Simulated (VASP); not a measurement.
# Zr3Cd2 (P4/mmm) in VASP: further runs

Runs on Zr3Cd2. Level: PBEsol. Tasks: single point.

All numbers are computed with VASP 6.6.1; they aren't measurements. Logs are shortened: lines on timing, memory, paths and dates and some standing lists are left out, and cuts for length are marked.

### 1 The cell of the first run

It takes space group P4/mmm (No. 123, tetragonal). The conventional cell has a = 5.584 Å, b = 5.584 Å, c = 5.238 Å, α = 90.00°, β = 90.00°, γ = 90.00°. Zr (site symmetry mmm) has 6 Cd at 2.79 to 3.83 Å and 6 Zr at 2.79 to 3.95 Å within 4.0 Å. Zr (site symmetry 4/mmm) has 4 Zr at 2.79 Å within 3.7 Å. Cd (site symmetry 4/mmm) has 2 Cd at 2.62 Å within 3.5 Å. Within 3.5 Å of Cd (site symmetry 4/mmm) lie 2 Cd at 2.62 Å and 4 Zr at 2.79 Å.

### 2 Single point, PBEsol (32.67 Å³/atom)

File INCAR:

```
SYSTEM = Zr3Cd2
PREC = Accurate
ENCUT = 520
EDIFF = 1E-6
ISMEAR = 0
SIGMA = 0.1
LREAL = .FALSE.
LASPH = .TRUE.
NELM = 80
ALGO = Fast
ISIF = 2
LWAVE = .FALSE.
LCHARG = .FALSE.
GGA = PS
NBANDS = 38
```

File KPOINTS:

```
Automatic mesh
0
G
  8 8 8
  0 0 0
```

File POSCAR:

```
Zr3Cd2
1.0
    5.5840966907      0.0000000000      0.0000000000
    0.0000000000      5.2381670738      0.0000000000
    0.0000000000      0.0000000000      5.5841144784
Zr Cd
3 2
Direct
    0.0000000000      0.0000000000      0.5000000000
    0.5000000000      0.0000000000      0.0000000000
    0.0000000000      0.0000000000      0.0000000000
    0.5000000000      0.5000000000      0.5000000000
    0.5000000000      0.0000000000      0.5000000000
```

Potentials or basis: VASP PAW PBE potentials, release 64 (Zr_sv, Cd).

Started as:

```console
> cat potpaw_PBE.64/Zr_sv/POTCAR potpaw_PBE.64/Cd/POTCAR > POTCAR
> mpirun -np 1 vasp_std > vasp.out
```

OUTCAR:

```text
SYSTEM = Zr3Cd2
   PREC = Accurate
   ENCUT = 520
   EDIFF = 1E-6
   ISMEAR = 0
   LREAL = .FALSE.
   LASPH = .TRUE.
   NELM = 80
   ISIF = 2
   GGA = PS

 ion  position               nearest neighbor table
   1  0.000  0.000  0.500-   5 2.79   5 2.79   3 2.79   3 2.79   4 3.83   4 3.83   4 3.83   4 3.83

   2  0.500  0.000  0.000-   3 2.79   3 2.79   5 2.79   5 2.79   4 3.83   4 3.83   4 3.83   4 3.83

   3  0.000  0.000  0.000-   2 2.79   2 2.79   1 2.79   1 2.79
   4  0.500  0.500  0.500-   5 2.62   5 2.62   1 3.83   1 3.83   1 3.83   1 3.83   2 3.83   2 3.83
                             2 3.83   2 3.83
   5  0.500  0.000  0.500-   4 2.62   4 2.62   1 2.79   1 2.79   2 2.79   2 2.79

  LATTYP: Found a simple tetragonal cell.
 ALAT       =     5.5840966907
 C/A-ratio  =     0.9380509264

  Lattice vectors:

 A1 = (  -5.5840966907,   0.0000000000,   0.0000000000)
 A2 = (   0.0000000000,   0.0000000000,   5.5841144784)
 A3 = (   0.0000000000,   5.2381670738,   0.0000000000)

Analysis of symmetry for initial positions (statically):
=====================================================================
 Subroutine PRICEL returns:
 Original cell was already a primitive cell.

 Routine SETGRP: Setting up the symmetry group for a
 simple tetragonal supercell.

 Subroutine GETGRP returns: Found 16 space group operations
 (whereof 16 operations were pure point group operations)
 out of a pool of 16 trial point group operations.

The static configuration has the point symmetry D_4h.

Analysis of symmetry for dynamics (positions and initial velocities):
=====================================================================
 Subroutine PRICEL returns:
 Original cell was already a primitive cell.

 Routine SETGRP: Setting up the symmetry group for a
 simple tetragonal supercell.

 Subroutine GETGRP returns: Found 16 space group operations
 (whereof 16 operations were pure point group operations)
 out of a pool of 16 trial point group operations.

The dynamic configuration has the point symmetry D_4h.

 Subroutine INISYM returns: Found 16 space group operations
 (whereof 16 operations are pure point group operations),
 and found     1 'primitive' translations

----------------------------------------------------------------------------------------

                                     Primitive cell

  volume of cell :     163.3378

  direct lattice vectors                    reciprocal lattice vectors
     5.584096691  0.000000000  0.000000000     0.179079994  0.000000000  0.000000000
     0.000000000  5.238167074  0.000000000     0.000000000  0.190906473  0.000000000
     0.000000000  0.000000000  5.584114478     0.000000000  0.000000000  0.179079423

  length of vectors
     5.584096691  5.238167074  5.584114478     0.179079994  0.190906473  0.179079423

  position of ions in fractional coordinates (direct lattice)
     0.000000000  0.000000000  0.500000000
     0.500000000  0.000000000  0.000000000
     0.000000000  0.000000000  0.000000000
     0.500000000  0.500000000  0.500000000
     0.500000000  0.000000000  0.500000000

  ion indices of the primitive-cell ions
   primitive index   ion index
                 1           1
                 2           2
                 3           3
                 4           4
                 5           5

----------------------------------------------------------------------------------------

 KPOINTS: Automatic mesh

Automatic generation of k-mesh.
 Grid dimensions read from file:
 generate k-points for:    8    8    8

 Generating k-lattice:

  Cartesian coordinates                     Fractional coordinates (reciprocal lattice)
     0.022384999  0.000000000  0.000000000     0.125000000  0.000000000  0.000000000
     0.000000000  0.023863309  0.000000000     0.000000000  0.125000000  0.000000000
     0.000000000  0.000000000  0.022384928     0.000000000  0.000000000  0.125000000

  Length of vectors
     0.022384999  0.023863309  0.022384928

  Shift w.r.t. Gamma in fractional coordinates (k-lattice)
     0.000000000  0.000000000  0.000000000

 Subroutine IBZKPT returns following result:
 ===========================================

 Found     75 irreducible k-points:

 Following reciprocal coordinates:
            Coordinates               Weight
  0.000000  0.000000  0.000000      1.000000
  0.125000  0.000000  0.000000      4.000000
  0.250000  0.000000  0.000000      4.000000
  0.375000  0.000000  0.000000      4.000000
  0.500000  0.000000  0.000000      2.000000
  0.000000  0.125000  0.000000      2.000000
[... 16 lines left out ...]
  0.250000  0.500000  0.000000      4.000000
  0.375000  0.500000  0.000000      4.000000
 [... further k-points ...]
   k-points           NKPTS =     75   k-points in BZ     NKDIM =     75   number of bands    NBANDS=     38
   number of dos      NEDOS =    301   number of ions     NIONS =      5
   total plane-waves  NPLWV =  70560
   dimension x,y,z NGX =    42 NGY =   40 NGZ =   42
   dimension x,y,z NGXF=    84 NGYF=   80 NGZF=   84
   ions per type =               3   2
   NGX,Y,Z   is equivalent  to a cutoff of  12.50, 12.69, 12.50 a.u.
   NGXF,Y,Z  is equivalent  to a cutoff of  25.01, 25.39, 25.01 a.u.
 SYSTEM =  Zr3Cd2
   PREC   = accura    normal or accurate (medium, high low for compatibility)
   ISTART =      0    job   : 0-new  1-cont  2-samecut
   ICHARG =      2    charge: 1-file 2-atom 10-const
   ISPIN  =      1    spin polarized calculation?
   LNONCOLLINEAR =      F non collinear calculations
   LSORBIT =      F    spin-orbit coupling
   LASPH  =      T    aspherical Exc in radial PAW
   ENCUT  =  520.0 eV  38.22 Ry    6.18 a.u.  10.38  9.74 10.38*2*pi/ulx,y,z
   NELM   =     80;   NELMIN=  2; NELMDL= -5     # of ELM steps
   EDIFF  = 0.1E-05   stopping-criterion for ELM
   LREAL  =      F    real-space projection
   EDIFFG = 0.1E-04   stopping-criterion for IOM
   NSW    =      0    number of steps for IOM
   IBRION =     -1    ionic relax: 0-MD 1-quasi-New 2-CG
   NFREE  =      0    steps in history (QN), initial steepest desc. (CG)
   ISIF   =      2    stress and relaxation
   ISYM   =      2    0-nonsym 1-usesym 2-fastsym
   POTIM  = 0.5000    time-step for ionic-motion
   TEBEG  =    0.0;   TEEND  =   0.0 temperature during run
   PSTRESS=    0.0 pullay stress
   NELECT =      60.0000    total number of electrons
   NUPDOWN=      -1.0000    fix difference up-down
   EMIN   =  10.00;   EMAX   =-10.00  energy-range for DOS
   EFERMI =   0.00;   METHOD = LEGACY
   ISMEAR =     0;   SIGMA  =   0.10  broadening in eV -4-tet -1-fermi 0-gaus
   EFERMI_NEDOS =   21; number of points for ismear=-14 and -15
   IALGO  =     68    algorithm
   IMIX   =      4    mixing-type and parameters
     AMIX     =   0.40;   BMIX     =  1.00
     AMIX_MAG =   1.60;   BMIX_MAG =  1.00
  volume/ion in A,a.u.               =      32.67       220.45
  Fermi-wavevector in a.u.,A,eV,Ry     =   1.172456  2.215620 18.703276  1.374652
  Thomas-Fermi vector in A             =   2.308884
   LORBIT       =      0    0 simple, 1 ext, 2 COOP (PROOUT), +10 PAW based schemes
   GGA     = PS    functional components
   LHFCALC =     F    Hartree Fock is set to
   AEXX    =    0.0000 exact exchange contribution
   IVDW    =     0    specifies the selected vdW correction
   LEPSILON=     F    determine dielectric tensor
   LRPA    =     F    only Hartree local field effects (RPA)
 non-spin polarized calculation
 RMM-DIIS sequential band-by-band and
 Gauss-broadening in eV      SIGMA  =   0.10
  energy-cutoff  :      520.00
  volume of cell :      163.34
 maximum number of plane-waves:      4431
 NGX is ok and might be reduce to    42
   NGX = 21   NGY = 19   NGZ = 21

 number of electron      60.0000008 magnetization

 Free energy of the ion-electron system (eV)
  ---------------------------------------------------
  ext. energy  EPLUGINS =         0.00000000
  ---------------------------------------------------
  free energy    TOTEN  =       -23.56680295 eV

  energy without entropy =      -23.53660203  energy(sigma->0) =      -23.55170249

 E-fermi :   3.3511     XC(G=0):  -9.1713

 val. band max:        3.3430787351   @ k =   0.3750   0.0000   0.3750
 cond. band min:       3.3514766609   @ k =   0.5000   0.1250   0.3750
 fundamental gap:      0.0083979259
 Fermi energy:         3.3511024640

 k-point     1 :       0.0000    0.0000    0.0000
  band No.  band energies     occupation
      1     -45.8171      2.00000
      2     -45.7767      2.00000
      3     -45.1536      2.00000
      4     -24.2936      2.00000
      5     -24.2936      2.00000
      6     -23.9933      2.00000
[... 30 lines left out ...]
     37       5.9710      0.00000
     38       6.5552      0.00000

 k-point     2 :       0.1250    0.0000    0.0000
  band No.  band energies     occupation
      1     -45.8146      2.00000
      2     -45.7770      2.00000
      3     -45.1563      2.00000
      4     -24.2911      2.00000
      5     -24.2430      2.00000
      6     -23.9909      2.00000
[... 30 lines left out ...]
     37       5.9553      0.00000
     38       6.4225      0.00000

 k-point     3 :       0.2500    0.0000    0.0000
  band No.  band energies     occupation
      1     -45.8080      2.00000
      2     -45.7779      2.00000
      3     -45.1628      2.00000
      4     -24.2849      2.00000
      5     -24.1051      2.00000
      6     -23.9846      2.00000
[... 30 lines left out ...]
     37       5.8639      0.00000
     38       6.2439      0.00000

 k-point     4 :       0.3750    0.0000    0.0000
  band No.  band energies     occupation
      1     -45.8006      2.00000
      2     -45.7795      2.00000
      3     -45.1694      2.00000
      4     -24.2786      2.00000
      5     -23.9792      2.00000
      6     -23.9774      2.00000
[... 30 lines left out ...]
     37       5.6509      0.00000
     38       5.7202      0.00000
[... 703 lines left out ...]
      4     -24.2909      2.00000
      5     -24.2428      2.00000
      6     -23.9926      2.00000
[... 30 lines left out ...]
     37       6.1259      0.00000
     38       6.2096      0.00000

 k-point    23 :       0.2500    0.5000    0.0000
  band No.  band energies     occupation
      1     -45.8080      2.00000
      2     -45.7779      2.00000
      3     -45.1627      2.00000
      4     -24.2848      2.00000
      5     -24.1050      2.00000
      6     -23.9863      2.00000
[... 30 lines left out ...]
     37       6.0314      0.00000
     38       6.0521      0.00000

 k-point    24 :       0.3750    0.5000    0.0000
  band No.  band energies     occupation
      1     -45.8006      2.00000
      2     -45.7795      2.00000
      3     -45.1694      2.00000
      4     -24.2784      2.00000
      5     -23.9790      2.00000
      6     -23.9790      2.00000
[... 30 lines left out ...]
     37       5.4423      0.00000
     38       5.9510      0.00000

 [... further k-points ...]
[... 5 lines left out ...]
  --------------------------------------------------------------------------------------
  -------------------------------------------------------------------------------------
  Total       -2.2204697     -2.1828249     -2.2204838      0.0000000      0.0000000      0.0000000
  in kB      -21.7805500    -21.4112933    -21.7806888      0.0000000      0.0000000      0.0000000
  external PRESSURE =     -21.6575107 kB  Pullay stress =       0.0000000 kB

 VOLUME and BASIS-vectors are now :
 -----------------------------------------------------------------------------
  energy-cutoff  :      520.00
  volume of cell :      163.34
      direct lattice vectors                 reciprocal lattice vectors
     5.584096691  0.000000000  0.000000000     0.179079994  0.000000000  0.000000000
     0.000000000  5.238167074  0.000000000     0.000000000  0.190906473  0.000000000
     0.000000000  0.000000000  5.584114478     0.000000000  0.000000000  0.179079423

 POSITION                                       TOTAL-FORCE (eV/Angst)
 -----------------------------------------------------------------------------------
      0.00000      0.00000      2.79206         0.000000      0.000000      0.000000
      2.79205      0.00000      0.00000         0.000000      0.000000      0.000000
      0.00000      0.00000      0.00000         0.000000      0.000000      0.000000
      2.79205      2.61908      2.79206         0.000000      0.000000      0.000000
      2.79205      0.00000      2.79206         0.000000      0.000000      0.000000
 -----------------------------------------------------------------------------------
    total drift:                                0.000000      0.000000     -0.000000

  FREE ENERGIE OF THE ION-ELECTRON SYSTEM (eV)
  ---------------------------------------------------
  free  energy   TOTEN  =       -23.5668029462 eV

  energy  without entropy=      -23.5366020300  energy(sigma->0) =      -23.55170249
```

Run time: 13 min. Hardware: 1 thread of Intel Xeon Platinum 8488C (Sapphire Rapids), shared host; peak memory 0.51 GiB.

What came out:

```yaml
Free_energy: -23.5668 eV
Pressure: -2.2 GPa
Band_gap_on_the_k_mesh: zero (bands 30 and 31 overlap by 0.92 eV)
```

Levels at points of the mesh, in eV from the Fermi level:
| k point | band 28 | band 29 | band 30 | band 31 | band 32 | band 33 |
| --- | --- | --- | --- | --- | --- | --- |
| (0.00, 0.00, 0.00) | -0.79 | -0.79 | -0.30 | -0.08 | -0.08 | 0.71 |
| (0.50, 0.00, 0.00) | -0.67 | -0.35 | -0.26 | 0.37 | 0.62 | 0.93 |
| (0.00, 0.50, 0.00) | -1.21 | -1.21 | 0.56 | 0.88 | 0.88 | 1.09 |
| (0.50, 0.50, 0.00) | -0.91 | -0.78 | 0.34 | 0.47 | 0.91 | 0.91 |
| (0.50, 0.00, 0.50) | -0.06 | -0.06 | 0.11 | 0.71 | 0.71 | 0.81 |
| (0.50, 0.50, 0.50) | -0.33 | -0.33 | 0.27 | 0.71 | 0.71 | 1.30 |

Caveat: the PAW data sets were made with another functional, which shifts forces and pressure a little.

### 3 Single point, PBEsol (biaxial strain in the a-b plane: -4.5 %, then relaxed in part)

File INCAR:

```
PREC = Accurate
ENCUT = 520
EDIFF = 1E-7
ISMEAR = 0
SIGMA = 0.1
LREAL = False
LASPH = True
NELM = 80
ALGO = Fast
ISIF = 2
LWAVE = False
LCHARG = False
GGA = PS
NBANDS = 38
```

File KPOINTS:

```
Automatic mesh
0
Gamma
  8 8 8
```

File POSCAR:

```
Zr3Cd2
1.0
    5.2541594441      0.0000000000      0.0000000000
    0.0000000000      5.2541594441      0.0000000000
    0.0000000000      0.0000000000      5.1123041580
Zr Cd
3 2
Direct
    0.0000000000      0.5000000000      0.0000000000
    0.5000000000      0.0000000000      0.0000000000
    0.0000000000      0.0000000000      0.0000000000
    0.5000000000      0.5000000000      0.5000000000
    0.5000000000      0.5000000000      0.0000000000
```

Potentials or basis: VASP PAW PBE potentials, release 64 (Zr_sv, Cd).

Started as:

```console
> cat potpaw_PBE.64/Zr_sv/POTCAR potpaw_PBE.64/Cd/POTCAR > POTCAR
> mpirun -np 1 vasp_std > vasp.out
```

It took 9 min on 1 thread of Intel Xeon 6975P-C (Granite Rapids), shared host; peak memory 0.48 GiB.

Results (log left out):

```yaml
Free_energy: -23.2335 eV
Pressure: 6.6 GPa
Band_gap_on_the_k_mesh: zero (bands 30 and 31 overlap by 1.54 eV)
```

Stress tensor (GPa, compression positive):
```
9.68 0.00 0.00
0.00 9.68 0.00
0.00 0.00 0.41
```

Levels at points of the mesh, in eV from the Fermi level:
```csv
k point,band 26,band 27,band 28,band 29,band 30,band 31,band 32,band 33,band 34,band 35
"(0.00, 0.00, 0.00)",-1.93,-1.61,-1.24,-1.24,-0.60,0.03,0.03,0.84,1.54,1.57
"(0.50, 0.00, 0.00)",-1.69,-1.66,-1.12,-0.61,-0.36,0.35,0.55,1.20,1.48,1.56
"(0.50, 0.50, 0.00)",-2.04,-0.37,-0.30,-0.30,-0.09,0.72,0.84,0.84,0.92,0.92
"(0.00, 0.00, 0.50)",-2.13,-1.92,-1.67,-1.67,0.35,0.97,0.97,1.42,1.42,1.91
"(0.50, 0.00, 0.50)",-2.29,-1.34,-1.28,-1.03,0.31,0.43,0.82,1.03,1.33,1.59
"(0.50, 0.50, 0.50)",-2.34,-0.79,-0.54,-0.54,0.90,0.91,0.91,1.22,1.55,1.57
```

Caveat: the cell differs from its parent crystal (biaxial strain in the a-b plane: -4.5 %, then relaxed in part); the cell stands under pressure; the PAW data sets were made with another functional, which shifts forces and pressure a little.

(Part 1 of 3 ends here.)
